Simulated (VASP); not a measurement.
# W (Im-3m) in VASP: settings compared

Aim: see how the results for W move with the level of theory and the settings. Levels: PBE, RPBE+D4, LDA, PBEsol-based screened hybrid. Tasks: single point, relaxation of cell and atoms.

Program: VASP 6.6.1. These are calculated values, not measurements. Logs are shortened: lines on timing, memory, paths and dates and some standing lists are left out, and cuts for length are marked.

## Step 1: The cell of the first run

Symmetry: Im-3m, No. 229, cubic system. Conventional cell: a = 3.165 Å, b = 3.165 Å, c = 3.165 Å, α = 90.00°, β = 90.00°, γ = 90.00°. W (site symmetry m-3m) has 14 W at 2.74 to 3.16 Å within 3.6 Å.

## Step 2: Single point, PBE

The input, INCAR:

```
ALGO = Normal ; EDIFF = 1E-7
ENCUT = 520 ; GGA = PE
ISIF = 2 ; ISMEAR = 0
LASPH = T ; LCHARG = T
LELF = T ; LREAL = F
LVHAR = T ; LWAVE = F
NBANDS = 13 ; NELM = 100
PREC = Accurate ; SIGMA = 0.026000000000000002
```

The input, KPOINTS:

```
k-points
0
Gamma
  12 12 12
```

The input, POSCAR:

```
W
1.0
   -1.5823450000      1.5823450000      1.5823450000
    1.5823450000     -1.5823450000      1.5823450000
    1.5823450000      1.5823450000     -1.5823450000
W
1
Direct
    0.0000000000      0.0000000000      0.0000000000
```

Potentials or basis: VASP PAW PBE potentials, release 64 (W_sv).

Launch:

```console
cat potpaw_PBE.64/W_sv/POTCAR > POTCAR
mpirun -np 1 vasp_std > vasp.out
```

OUTCAR:

```text
EDIFF = 1E-7
   ENCUT = 520
   GGA = PE
   ISIF = 2
   ISMEAR = 0
   LASPH = T
   LREAL = F
   NELM = 100
   PREC = Accurate

 ion  position               nearest neighbor table
   1  0.000  0.000  0.000-

  LATTYP: Found a body centered cubic cell.
 ALAT       =     3.1646900000

  Lattice vectors:

 A1 = (  -1.5823450000,   1.5823450000,   1.5823450000)
 A2 = (   1.5823450000,  -1.5823450000,   1.5823450000)
 A3 = (   1.5823450000,   1.5823450000,  -1.5823450000)

Analysis of symmetry for initial positions (statically):
=====================================================================
 Subroutine PRICEL returns:
 Original cell was already a primitive cell.

 Routine SETGRP: Setting up the symmetry group for a
 body centered cubic supercell.

 Subroutine GETGRP returns: Found 48 space group operations
 (whereof 48 operations were pure point group operations)
 out of a pool of 48 trial point group operations.

The static configuration has the point symmetry O_h .

Analysis of symmetry for dynamics (positions and initial velocities):
=====================================================================
 Subroutine PRICEL returns:
 Original cell was already a primitive cell.

 Routine SETGRP: Setting up the symmetry group for a
 body centered cubic supercell.

 Subroutine GETGRP returns: Found 48 space group operations
 (whereof 48 operations were pure point group operations)
 out of a pool of 48 trial point group operations.

The dynamic configuration has the point symmetry O_h .

 Subroutine INISYM returns: Found 48 space group operations
 (whereof 48 operations are pure point group operations),
 and found     1 'primitive' translations

----------------------------------------------------------------------------------------

                                     Primitive cell

  volume of cell :      15.8476

  direct lattice vectors                    reciprocal lattice vectors
    -1.582345000  1.582345000  1.582345000     0.000000000  0.315986716  0.315986716
     1.582345000 -1.582345000  1.582345000     0.315986716  0.000000000  0.315986716
     1.582345000  1.582345000 -1.582345000     0.315986716  0.315986716  0.000000000

  length of vectors
     2.740701935  2.740701935  2.740701935     0.446872699  0.446872699  0.446872699

  position of ions in fractional coordinates (direct lattice)
     0.000000000  0.000000000  0.000000000

  ion indices of the primitive-cell ions
   primitive index   ion index
                 1           1

----------------------------------------------------------------------------------------

 KPOINTS: k-points

Automatic generation of k-mesh.
 Grid dimensions read from file:
 generate k-points for:   12   12   12

 Generating k-lattice:

  Cartesian coordinates                     Fractional coordinates (reciprocal lattice)
     0.000000000  0.026332226  0.026332226     0.083333333  0.000000000  0.000000000
     0.026332226  0.000000000  0.026332226     0.000000000  0.083333333  0.000000000
     0.026332226  0.026332226  0.000000000     0.000000000  0.000000000  0.083333333

  Length of vectors
     0.037239392  0.037239392  0.037239392

  Shift w.r.t. Gamma in fractional coordinates (k-lattice)
     0.000000000  0.000000000  0.000000000

 Subroutine IBZKPT returns following result:
 ===========================================

 Found     72 irreducible k-points:

 Following reciprocal coordinates:
            Coordinates               Weight
  0.000000  0.000000  0.000000      1.000000
  0.083333  0.000000  0.000000     12.000000
  0.166667  0.000000  0.000000     12.000000
  0.250000  0.000000  0.000000     12.000000
  0.333333  0.000000  0.000000     12.000000
  0.416667  0.000000  0.000000     12.000000
[... 16 lines left out ...]
  0.333333  0.083333  0.083333     24.000000
  0.416667  0.083333  0.083333     12.000000
 [... further k-points ...]
   k-points           NKPTS =     72   k-points in BZ     NKDIM =     72   number of bands    NBANDS=     13
   number of dos      NEDOS =    301   number of ions     NIONS =      1
   total plane-waves  NPLWV =   8000
   dimension x,y,z NGX =    20 NGY =   20 NGZ =   20
   dimension x,y,z NGXF=    40 NGYF=   40 NGZF=   40
   ions per type =               1
   NGX,Y,Z   is equivalent  to a cutoff of  12.13, 12.13, 12.13 a.u.
   NGXF,Y,Z  is equivalent  to a cutoff of  24.26, 24.26, 24.26 a.u.
 SYSTEM =  unknown system
   PREC   = accura    normal or accurate (medium, high low for compatibility)
   ISTART =      0    job   : 0-new  1-cont  2-samecut
   ICHARG =      2    charge: 1-file 2-atom 10-const
   ISPIN  =      1    spin polarized calculation?
   LNONCOLLINEAR =      F non collinear calculations
   LSORBIT =      F    spin-orbit coupling
   LASPH  =      T    aspherical Exc in radial PAW
   ENCUT  =  520.0 eV  38.22 Ry    6.18 a.u.   5.10  5.10  5.10*2*pi/ulx,y,z
   NELM   =    100;   NELMIN=  2; NELMDL= -5     # of ELM steps
   EDIFF  = 0.1E-06   stopping-criterion for ELM
   LREAL  =      F    real-space projection
   EDIFFG = 0.1E-05   stopping-criterion for IOM
   NSW    =      0    number of steps for IOM
   IBRION =     -1    ionic relax: 0-MD 1-quasi-New 2-CG
   NFREE  =      0    steps in history (QN), initial steepest desc. (CG)
   ISIF   =      2    stress and relaxation
   ISYM   =      2    0-nonsym 1-usesym 2-fastsym
   POTIM  = 0.5000    time-step for ionic-motion
   TEBEG  =    0.0;   TEEND  =   0.0 temperature during run
   PSTRESS=    0.0 pullay stress
   NELECT =      14.0000    total number of electrons
   NUPDOWN=      -1.0000    fix difference up-down
   EMIN   =  10.00;   EMAX   =-10.00  energy-range for DOS
   EFERMI =   0.00;   METHOD = LEGACY
   ISMEAR =     0;   SIGMA  =   0.03  broadening in eV -4-tet -1-fermi 0-gaus
   EFERMI_NEDOS =   21; number of points for ismear=-14 and -15
   IALGO  =     38    algorithm
   IMIX   =      4    mixing-type and parameters
     AMIX     =   0.40;   BMIX     =  1.00
     AMIX_MAG =   1.60;   BMIX_MAG =  1.00
  volume/ion in A,a.u.               =      15.85       106.94
  Fermi-wavevector in a.u.,A,eV,Ry     =   1.570832  2.968442 33.572544  2.467512
  Thomas-Fermi vector in A             =   2.672506
   LORBIT       =      0    0 simple, 1 ext, 2 COOP (PROOUT), +10 PAW based schemes
   GGA     = PE    functional components
   LHFCALC =     F    Hartree Fock is set to
   AEXX    =    0.0000 exact exchange contribution
   IVDW    =     0    specifies the selected vdW correction
   LEPSILON=     F    determine dielectric tensor
   LRPA    =     F    only Hartree local field effects (RPA)
 non-spin polarized calculation
 Gauss-broadening in eV      SIGMA  =   0.03
  energy-cutoff  :      520.00
  volume of cell :       15.85
 maximum number of plane-waves:       438
   NGX = 11   NGY = 11   NGZ = 11

 number of electron      14.0000004 magnetization

 Free energy of the ion-electron system (eV)
  ---------------------------------------------------
  ext. energy  EPLUGINS =         0.00000000
  ---------------------------------------------------
  free energy    TOTEN  =       -12.94787527 eV

  energy without entropy =      -12.94745392  energy(sigma->0) =      -12.94766459

 E-fermi :  11.3326     XC(G=0): -13.6444

 val. band max:       11.3191677062   @ k =  -0.2500   0.3333   0.1667
 cond. band min:      11.3684153172   @ k =  -0.1667   0.1667   0.0833
 fundamental gap:      0.0492476110
 Fermi energy:        11.3326345800

 k-point     1 :       0.0000    0.0000    0.0000
  band No.  band energies     occupation
      1     -62.7505      2.00000
      2     -26.3105      2.00000
      3     -26.3105      2.00000
      4     -26.3105      2.00000
      5       1.8093      2.00000
      6      10.2116      2.00000
      7      10.2116      2.00000
      8      10.2116      2.00000
      9      13.7039      0.00000
     10      13.7039      0.00000
     11      25.9663      0.00000
     12      25.9663      0.00000
     13      25.9663      0.00000

 k-point     2 :       0.0833    0.0000    0.0000
  band No.  band energies     occupation
      1     -62.7416      2.00000
      2     -26.4037      2.00000
      3     -26.3396      2.00000
      4     -26.3110      2.00000
      5       2.1429      2.00000
      6      10.0106      2.00000
      7      10.1592      2.00000
      8      10.5356      2.00000
      9      13.4016      0.00000
     10      13.7071      0.00000
     11      26.2429      0.00000
     12      26.5343      0.00000
     13      26.7621      0.00000

 k-point     3 :       0.1667    0.0000    0.0000
  band No.  band energies     occupation
      1     -62.7172      2.00000
      2     -26.6526      2.00000
      3     -26.4183      2.00000
      4     -26.3123      2.00000
      5       3.0547      2.00000
      6       9.5054      2.00000
      7       9.9041      2.00000
      8      11.4830      0.00000
      9      13.0041      0.00000
     10      13.7498      0.00000
     11      26.7082      0.00000
     12      28.1316      0.00000
     13      28.3041      0.00000

 k-point     4 :       0.2500    0.0000    0.0000
  band No.  band energies     occupation
      1     -62.6836      2.00000
      2     -26.9802      2.00000
      3     -26.5240      2.00000
      4     -26.3141      2.00000
      5       4.2255      2.00000
      6       8.8968      2.00000
      7       9.5871      2.00000
      8      12.9755      0.00000
      9      13.0770      0.00000
     10      13.8927      0.00000
     11      26.2077      0.00000
     12      27.9838      0.00000
     13      30.5254      0.00000

 k-point     5 :       0.3333    0.0000    0.0000
  band No.  band energies     occupation
      1     -62.6500      2.00000
      2     -27.2950      2.00000
      3     -26.6279      2.00000
      4     -26.3159      2.00000
      5       5.0292      2.00000
      6       8.3582      2.00000
      7       9.9691      2.00000
      8      13.4474      0.00000
      9      14.1518      0.00000
     10      14.8451      0.00000
     11      24.7308      0.00000
     12      25.6664      0.00000
     13      32.5881      0.00000

 k-point     6 :       0.4167    0.0000    0.0000
  band No.  band energies     occupation
      1     -62.6253      2.00000
      2     -27.5181      2.00000
      3     -26.7027      2.00000
      4     -26.3174      2.00000
      5       5.1907      2.00000
      6       7.9983      2.00000
      7      11.2341      2.00000
      8      13.6866      0.00000
      9      14.4410      0.00000
     10      16.6971      0.00000
     11      23.4361      0.00000
     12      23.4620      0.00000
     13      29.5747      0.00000

 k-point     7 :       0.5000    0.0000    0.0000
  band No.  band energies     occupation
      1     -62.6163      2.00000
      2     -27.5983      2.00000
      3     -26.7299      2.00000
      4     -26.3179      2.00000
      5       5.1672      2.00000
      6       7.8727      2.00000
      7      12.1253      0.00000
      8      13.5970      0.00000
      9      14.5759      0.00000
     10      17.5911      0.00000
     11      22.5288      0.00000
     12      22.9365      0.00000
     13      28.2811      0.00000
[... 193 lines left out ...]
 k-point    20 :       0.0833    0.0833    0.0833
  band No.  band energies     occupation
      1     -62.7033      2.00000
      2     -26.8133      2.00000
      3     -26.3777      2.00000
      4     -26.3777      2.00000
      5       3.6195      2.00000
      6       9.2761      2.00000
      7       9.2761      2.00000
      8      12.5089      0.00000
      9      13.4362      0.00000
     10      13.4362      0.00000
     11      27.1955      0.00000
     12      28.3250      0.00000
     13      28.3250      0.00000

 k-point    21 :       0.1667    0.0833    0.0833
  band No.  band energies     occupation
      1     -62.6736      2.00000
      2     -27.0740      2.00000
      3     -26.4955      2.00000
      4     -26.3865      2.00000
      5       4.7971      2.00000
      6       8.6855      2.00000
      7       8.8845      2.00000
      8      13.3644      0.00000
      9      13.8619      0.00000
     10      14.2341      0.00000
     11      26.9956      0.00000
     12      27.8203      0.00000
     13      28.9193      0.00000

 k-point    22 :       0.2500    0.0833    0.0833
  band No.  band energies     occupation
      1     -62.6438      2.00000
      2     -27.3033      2.00000
      3     -26.6363      2.00000
      4     -26.3954      2.00000
      5       5.6980      2.00000
      6       8.2213      2.00000
      7       9.1507      2.00000
      8      13.5949      0.00000
      9      14.2220      0.00000
     10      16.2211      0.00000
     11      25.1806      0.00000
     12      25.3941      0.00000
     13      29.1770      0.00000

 k-point    23 :       0.3333    0.0833    0.0833
  band No.  band energies     occupation
      1     -62.6219      2.00000
      2     -27.4588      2.00000
      3     -26.7470      2.00000
      4     -26.4019      2.00000
      5       5.8667      2.00000
      6       7.9306      2.00000
      7      10.3638      2.00000
      8      13.8230      0.00000
      9      14.5023      0.00000
     10      18.0473      0.00000
     11      22.5192      0.00000
     12      24.1302      0.00000
     13      28.0142      0.00000

 k-point    24 :       0.4167    0.0833    0.0833
  band No.  band energies     occupation
      1     -62.6139      2.00000
      2     -27.5136      2.00000
      3     -26.7886      2.00000
      4     -26.4043      2.00000
      5       5.8323      2.00000
      6       7.8320      2.00000
      7      11.1705      2.00000
      8      13.8449      0.00000
      9      14.6166      0.00000
     10      18.8685      0.00000
     11      21.3780      0.00000
     12      23.6597      0.00000
     13      27.4853      0.00000

 [... further k-points ...]
[... 5 lines left out ...]
  --------------------------------------------------------------------------------------
  -------------------------------------------------------------------------------------
  Total        0.6580507      0.6580507      0.6580507      0.0000000      0.0000000      0.0000000
  in kB       66.5283016     66.5283016     66.5283016      0.0000000      0.0000000      0.0000000
  external PRESSURE =      66.5283016 kB  Pullay stress =       0.0000000 kB

 VOLUME and BASIS-vectors are now :
 -----------------------------------------------------------------------------
  energy-cutoff  :      520.00
  volume of cell :       15.85
      direct lattice vectors                 reciprocal lattice vectors
    -1.582345000  1.582345000  1.582345000     0.000000000  0.315986716  0.315986716
     1.582345000 -1.582345000  1.582345000     0.315986716  0.000000000  0.315986716
     1.582345000  1.582345000 -1.582345000     0.315986716  0.315986716  0.000000000

 POSITION                                       TOTAL-FORCE (eV/Angst)
 -----------------------------------------------------------------------------------
      0.00000      0.00000      0.00000         0.000000      0.000000     -0.000000
 -----------------------------------------------------------------------------------
    total drift:                                0.000000      0.000000      0.000000

  FREE ENERGIE OF THE ION-ELECTRON SYSTEM (eV)
  ---------------------------------------------------
  free  energy   TOTEN  =       -12.9478752656 eV

  energy  without entropy=      -12.9474539233  energy(sigma->0) =      -12.94766459
```

It took 23 s on 1 thread of Intel Xeon 8259CL, shared host; peak memory 0.13 GiB.

What came out:

- Free energy: -12.9479 eV
- Pressure: 6.7 GPa
- Band gap on the k mesh: zero (band 7 reaches 16.61 eV, above the bottom of band 8 at 10.21 eV)

Levels at points of the mesh, in eV from the Fermi level:
| k point | band 5 | band 6 | band 7 | band 8 | band 9 | band 10 |
| --- | --- | --- | --- | --- | --- | --- |
| (0.00, 0.00, 0.00) | -9.52 | -1.12 | -1.12 | -1.12 | 2.37 | 2.37 |
| (0.50, 0.00, 0.00) | -6.17 | -3.46 | 0.79 | 2.26 | 3.24 | 6.26 |
| (0.50, 0.50, 0.50) | -5.72 | -5.72 | 5.27 | 5.27 | 5.27 | 8.36 |

Caveat: spin-orbit coupling is left out, which moves the levels of the heavy elements.

## Step 3: Single point, RPBE+D4

This run uses another cell than the first one, of 15.73 Å³/atom, 0.993 times its volume.

The input, INCAR:

```
SYSTEM = W
ALGO = Normal
EDIFF = 1E-7
ENCUT = 520
GGA = RP
ISIF = 2
ISMEAR = -1
IVDW = 13
LASPH = .TRUE.
LCHARG = .FALSE.
LREAL = .FALSE.
LWAVE = .FALSE.
NBANDS = 13
NELM = 60
PREC = Accurate
SIGMA = 0.05
```

The input, KPOINTS:

```
k-points
0
G
  12 12 12
  0 0 0
```

The input, POSCAR:

```
W
1.0
   -1.5785153790      1.5785153790      1.5785153790
    1.5785153790     -1.5785153790      1.5785153790
    1.5785153790      1.5785153790     -1.5785153790
W
1
Direct
    0.0000000000      0.0000000000      0.0000000000
```

Potentials or basis: VASP PAW PBE potentials, release 64 (W_sv).

Launch:

```console
cat potpaw_PBE.64/W_sv/POTCAR > POTCAR
mpirun -np 1 vasp_std > vasp.out
```

Run time: 21 s. Hardware: 1 thread of Intel Xeon 8259CL, shared host; peak memory 0.13 GiB.

Results (log left out):

| Property | Result |
| --- | --- |
| Free energy | -13.6075 eV |
| Pressure | 0.5 GPa |
| Band gap on the k mesh | zero (band 7 reaches 16.86 eV, above the bottom of band 8 at 10.40 eV) |
| Dispersion energy per atom | -1.226 eV |

Levels at points of the mesh, in eV from the Fermi level:
```csv
k point,band 4,band 5,band 6,band 7,band 8,band 9,band 10,band 11
"(0.00, 0.00, 0.00)",-37.66,-9.59,-1.15,-1.15,-1.15,2.39,2.39,14.59
"(0.50, 0.00, 0.00)",-37.67,-6.23,-3.51,0.76,2.28,3.28,6.30,11.31
"(0.50, 0.50, 0.50)",-38.58,-5.80,-5.80,5.31,5.31,5.31,8.38,8.38
```

Caveat: the PAW data sets were made with another functional, which shifts forces and pressure a little; spin-orbit coupling is left out, which moves the levels of the heavy elements; pairwise dispersion overbinds metals, which lowers pressure and volume.

(Continued in part 2 of 2.)
